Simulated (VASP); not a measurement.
# NiSe3 (Pm-3m) in VASP: single point with PBE

Aim: the single point of NiSe3 with PBE.

Everything below comes from runs of VASP 6.6.1. Logs are shortened: lines on timing, memory, paths and dates and some standing lists are left out, and cuts for length are marked.

## (1) The cell of the first run

Symmetry: Pm-3m, No. 221, cubic system. The conventional cell has a = 4.201 Å, b = 4.201 Å, c = 4.201 Å, α = 90.00°, β = 90.00°, γ = 90.00°. Ni (site symmetry m-3m) has 12 Se at 2.97 Å within 3.9 Å. Within 3.9 Å of Se (site symmetry 4/mmm) lie 4 Ni at 2.97 Å and 8 Se at 2.97 Å.

## (2) Single point, PBE, collinear spin, ferromagnetic start

Input file INCAR:

```
SYSTEM = NiSe3
ALGO = Normal ; EDIFF = 1E-6
ENCUT = 520 ; GGA = PE
ISIF = 2 ; ISMEAR = 0
ISPIN = 2 ; LASPH = .True.
LCHARG = .False. ; LMAXMIX = 4
LORBIT = 11 ; LREAL = .False.
LWAVE = .False. ; MAGMOM = 0.64 0 0 0
NBANDS = 26 ; NELM = 150
PREC = Accurate ; SIGMA = 0.1
```

Input file KPOINTS:

```
k-points
0
Gamma
  4 4 4
  0 0 0
```

Input file POSCAR:

```
NiSe3
1.0
    4.2005557082      0.0000000000      0.0000000000
    0.0000000000      4.2005557082      0.0000000000
    0.0000000000      0.0000000000      4.2005557082
Ni Se
1 3
Direct
    0.0000000000      0.0000000000      0.0000000000
    0.0000000000      0.5000000000      0.5000000000
    0.5000000000      0.0000000000      0.5000000000
    0.5000000000      0.5000000000      0.0000000000
```

Potentials or basis: VASP PAW PBE potentials, release 64 (Ni, Se).

Run with:

```console
$ cat potpaw_PBE.64/Ni/POTCAR potpaw_PBE.64/Se/POTCAR > POTCAR
$ mpirun -np 1 vasp_std > vasp.out
```

OUTCAR:

```text
SYSTEM = NiSe3
   EDIFF = 1E-6
   ENCUT = 520
   GGA = PE
   ISIF = 2
   ISMEAR = 0
   ISPIN = 2
   LASPH = .True.
   LORBIT = 11
   LREAL = .False.
   NELM = 150
   PREC = Accurate

 ion  position               nearest neighbor table
   1  0.000  0.000  0.000-
   2  0.000  0.500  0.500-
   3  0.500  0.000  0.500-
   4  0.500  0.500  0.000-

  LATTYP: Found a simple cubic cell.
 ALAT       =     4.2005557082

  Lattice vectors:

 A1 = (   4.2005557082,   0.0000000000,   0.0000000000)
 A2 = (   0.0000000000,   4.2005557082,   0.0000000000)
 A3 = (   0.0000000000,   0.0000000000,   4.2005557082)

Analysis of symmetry for initial positions (statically):
=====================================================================
 Subroutine PRICEL returns:
 Original cell was already a primitive cell.

 Routine SETGRP: Setting up the symmetry group for a
 simple cubic supercell.

 Subroutine GETGRP returns: Found 48 space group operations
 (whereof 48 operations were pure point group operations)
 out of a pool of 48 trial point group operations.

The static configuration has the point symmetry O_h .

Analysis of symmetry for dynamics (positions and initial velocities):
=====================================================================
 Subroutine PRICEL returns:
 Original cell was already a primitive cell.

 Routine SETGRP: Setting up the symmetry group for a
 simple cubic supercell.

 Subroutine GETGRP returns: Found 48 space group operations
 (whereof 48 operations were pure point group operations)
 out of a pool of 48 trial point group operations.

The dynamic configuration has the point symmetry O_h .

Analysis of structural, dynamic, and magnetic symmetry:
=====================================================================
 Subroutine PRICEL returns:
 Original cell was already a primitive cell.

 Routine SETGRP: Setting up the symmetry group for a
 simple cubic supercell.

 Subroutine GETGRP returns: Found 48 space group operations
 (whereof 48 operations were pure point group operations)
 out of a pool of 48 trial point group operations.

The overall configuration has the point symmetry O_h .

 Subroutine INISYM returns: Found 48 space group operations
 (whereof 48 operations are pure point group operations),
 and found     1 'primitive' translations

----------------------------------------------------------------------------------------

                                     Primitive cell

  volume of cell :      74.1174

  direct lattice vectors                    reciprocal lattice vectors
     4.200555708  0.000000000  0.000000000     0.238063740  0.000000000  0.000000000
     0.000000000  4.200555708  0.000000000     0.000000000  0.238063740  0.000000000
     0.000000000  0.000000000  4.200555708     0.000000000  0.000000000  0.238063740

  length of vectors
     4.200555708  4.200555708  4.200555708     0.238063740  0.238063740  0.238063740

  position of ions in fractional coordinates (direct lattice)
     0.000000000  0.000000000  0.000000000
     0.000000000  0.500000000  0.500000000
     0.500000000  0.000000000  0.500000000
     0.500000000  0.500000000  0.000000000

  ion indices of the primitive-cell ions
   primitive index   ion index
                 1           1
                 2           2
                 3           3
                 4           4

----------------------------------------------------------------------------------------

 KPOINTS: k-points

Automatic generation of k-mesh.
 Grid dimensions read from file:
 generate k-points for:    4    4    4

 Generating k-lattice:

  Cartesian coordinates                     Fractional coordinates (reciprocal lattice)
     0.059515935  0.000000000  0.000000000     0.250000000  0.000000000  0.000000000
     0.000000000  0.059515935  0.000000000     0.000000000  0.250000000  0.000000000
     0.000000000  0.000000000  0.059515935     0.000000000  0.000000000  0.250000000

  Length of vectors
     0.059515935  0.059515935  0.059515935

  Shift w.r.t. Gamma in fractional coordinates (k-lattice)
     0.000000000  0.000000000  0.000000000

 Subroutine IBZKPT returns following result:
 ===========================================

 Found     10 irreducible k-points:

 Following reciprocal coordinates:
            Coordinates               Weight
  0.000000  0.000000  0.000000      1.000000
  0.250000  0.000000  0.000000      6.000000
  0.500000  0.000000  0.000000      3.000000
  0.250000  0.250000  0.000000     12.000000
  0.500000  0.250000  0.000000     12.000000
  0.500000  0.500000  0.000000      3.000000
  0.250000  0.250000  0.250000      8.000000
  0.500000  0.250000  0.250000     12.000000
  0.500000  0.500000  0.250000      6.000000
  0.500000  0.500000  0.500000      1.000000
   k-points           NKPTS =     10   k-points in BZ     NKDIM =     10   number of bands    NBANDS=     26
   number of dos      NEDOS =    301   number of ions     NIONS =      4
   total plane-waves  NPLWV =  32768
   dimension x,y,z NGX =    32 NGY =   32 NGZ =   32
   dimension x,y,z NGXF=    64 NGYF=   64 NGZF=   64
   ions per type =               1   3
   NGX,Y,Z   is equivalent  to a cutoff of  12.66, 12.66, 12.66 a.u.
   NGXF,Y,Z  is equivalent  to a cutoff of  25.33, 25.33, 25.33 a.u.
 SYSTEM =  NiSe3
   PREC   = accura    normal or accurate (medium, high low for compatibility)
   ISTART =      0    job   : 0-new  1-cont  2-samecut
   ICHARG =      2    charge: 1-file 2-atom 10-const
   ISPIN  =      2    spin polarized calculation?
   LNONCOLLINEAR =      F non collinear calculations
   LSORBIT =      F    spin-orbit coupling
   LASPH  =      T    aspherical Exc in radial PAW
   ENCUT  =  520.0 eV  38.22 Ry    6.18 a.u.   7.81  7.81  7.81*2*pi/ulx,y,z
   NELM   =    150;   NELMIN=  2; NELMDL= -5     # of ELM steps
   EDIFF  = 0.1E-05   stopping-criterion for ELM
   LREAL  =      F    real-space projection
   EDIFFG = 0.1E-04   stopping-criterion for IOM
   NSW    =      0    number of steps for IOM
   IBRION =     -1    ionic relax: 0-MD 1-quasi-New 2-CG
   NFREE  =      0    steps in history (QN), initial steepest desc. (CG)
   ISIF   =      2    stress and relaxation
   ISYM   =      2    0-nonsym 1-usesym 2-fastsym
   POTIM  = 0.5000    time-step for ionic-motion
   TEBEG  =    0.0;   TEEND  =   0.0 temperature during run
   PSTRESS=    0.0 pullay stress
   NELECT =      28.0000    total number of electrons
   NUPDOWN=      -1.0000    fix difference up-down
   EMIN   =  10.00;   EMAX   =-10.00  energy-range for DOS
   EFERMI =   0.00;   METHOD = LEGACY
   ISMEAR =     0;   SIGMA  =   0.10  broadening in eV -4-tet -1-fermi 0-gaus
   EFERMI_NEDOS =   21; number of points for ismear=-14 and -15
   IALGO  =     38    algorithm
   IMIX   =      4    mixing-type and parameters
     AMIX     =   0.40;   BMIX     =  1.00
     AMIX_MAG =   1.60;   BMIX_MAG =  1.00
  volume/ion in A,a.u.               =      18.53       125.04
  Fermi-wavevector in a.u.,A,eV,Ry     =   1.183461  2.236418 19.056059  1.400581
  Thomas-Fermi vector in A             =   2.319695
   LORBIT       =     11    0 simple, 1 ext, 2 COOP (PROOUT), +10 PAW based schemes
   GGA     = PE    functional components
   LHFCALC =     F    Hartree Fock is set to
   AEXX    =    0.0000 exact exchange contribution
   IVDW    =     0    specifies the selected vdW correction
   LEPSILON=     F    determine dielectric tensor
   LRPA    =     F    only Hartree local field effects (RPA)
 spin polarized calculation
 Gauss-broadening in eV      SIGMA  =   0.10
  energy-cutoff  :      520.00
  volume of cell :       74.12
 maximum number of plane-waves:      2012
 NGX is ok and might be reduce to    32
   NGX = 15   NGY = 15   NGZ = 15

 number of electron      27.9999989 magnetization       0.5473223

 Free energy of the ion-electron system (eV)
  ---------------------------------------------------
  ext. energy  EPLUGINS =         0.00000000
  ---------------------------------------------------
  free energy    TOTEN  =       -13.06579120 eV

  energy without entropy =      -13.05117867  energy(sigma->0) =      -13.05848494

 E-fermi :   6.2370     XC(G=0): -10.8596

 val. band max:        6.1604517754   @ k =   0.2500   0.2500   0.0000
 cond. band min:       6.2772624793   @ k =   0.2500   0.2500   0.0000
 fundamental gap:      0.1168107038
 Fermi energy:         6.2369913871

 spin component 1

 k-point     1 :       0.0000    0.0000    0.0000
  band No.  band energies     occupation
      1     -10.0023      1.00000
      2      -5.5847      1.00000
      3      -5.5847      1.00000
      4       0.4487      1.00000
      5       0.4487      1.00000
      6       0.4487      1.00000
[... 18 lines left out ...]
     25      16.5494      0.00000
     26      16.5494      0.00000
[... 237 lines left out ...]
      3      -7.0786      1.00000
      4      -1.4159      1.00000
      5      -0.0363      1.00000
      6      -0.0363      1.00000
[... 18 lines left out ...]
     25      17.3870      0.00000
     26      17.3870      0.00000
 Fermi energy:         6.2369913871

 spin component 2

 k-point     1 :       0.0000    0.0000    0.0000
  band No.  band energies     occupation
      1      -9.9751      1.00000
      2      -5.5494      1.00000
      3      -5.5494      1.00000
      4       0.4705      1.00000
      5       0.4705      1.00000
      6       0.4705      1.00000
[... 18 lines left out ...]
     25      16.5973      0.00000
     26      16.5973      0.00000
[... 238 lines left out ...]
      4      -1.4058      1.00000
      5      -0.0090      1.00000
      6      -0.0090      1.00000
[... 18 lines left out ...]
     25      17.4277      0.00000
     26      17.4277      0.00000

------------------------ aborting loop because EDIFF is reached ----------------------------------------

  FORCE on cell =-STRESS in cart. coord.  units (eV):
  Direction    XX          YY          ZZ          XY          YZ          ZX
  --------------------------------------------------------------------------------------
  -------------------------------------------------------------------------------------
  Total       -0.1374577     -0.1374577     -0.1374577     -0.0000000     -0.0000000      0.0000000
  in kB       -2.9713890     -2.9713890     -2.9713890     -0.0000000     -0.0000000      0.0000000
  external PRESSURE =      -2.9713890 kB  Pullay stress =       0.0000000 kB

 VOLUME and BASIS-vectors are now :
 -----------------------------------------------------------------------------
  energy-cutoff  :      520.00
  volume of cell :       74.12
      direct lattice vectors                 reciprocal lattice vectors
     4.200555708  0.000000000  0.000000000     0.238063740  0.000000000  0.000000000
     0.000000000  4.200555708  0.000000000     0.000000000  0.238063740  0.000000000
     0.000000000  0.000000000  4.200555708     0.000000000  0.000000000  0.238063740

 POSITION                                       TOTAL-FORCE (eV/Angst)
 -----------------------------------------------------------------------------------
      0.00000      0.00000      0.00000         0.000000      0.000000      0.000000
      0.00000      2.10028      2.10028         0.000000      0.000000      0.000000
      2.10028      0.00000      2.10028         0.000000      0.000000      0.000000
      2.10028      2.10028      0.00000         0.000000      0.000000      0.000000
 -----------------------------------------------------------------------------------
    total drift:                                0.000000     -0.000000     -0.000000

  FREE ENERGIE OF THE ION-ELECTRON SYSTEM (eV)
  ---------------------------------------------------
  free  energy   TOTEN  =       -13.0657911980 eV

  energy  without entropy=      -13.0511786726  energy(sigma->0) =      -13.05848494

 total charge

# of ion       s       p       d       tot
------------------------------------------
    1        0.261   0.169   8.443   8.873
    2        1.546   2.051   0.057   3.655
    3        1.546   2.051   0.057   3.655
    4        1.546   2.051   0.057   3.655
--------------------------------------------------
tot          4.900   6.323   8.616  19.838

 magnetization (x)

# of ion       s       p       d       tot
------------------------------------------
    1        0.001  -0.000   0.453   0.454
    2        0.001   0.026  -0.000   0.026
    3        0.001   0.026  -0.000   0.026
    4        0.001   0.026  -0.000   0.026
--------------------------------------------------
tot          0.005   0.077   0.452   0.534
```

Run time: 36 s. Hardware: 1 thread of AMD EPYC 7R13 (Zen 3), shared host; peak memory 0.17 GiB.

What came out:

* Free energy: -13.0658 eV
* Pressure: -0.3 GPa
* Net moment: 0.55 μB per cell
* Site moments: Ni +0.45; Se +0.03 μB
* Valence electrons inside the program's atomic spheres: Ni 8.87; Se 3.65

Caveat: the k points lie up to 0.37 Å⁻¹ apart; a cell with one magnetic atom can't hold antiferromagnetic order, which such compounds often take.
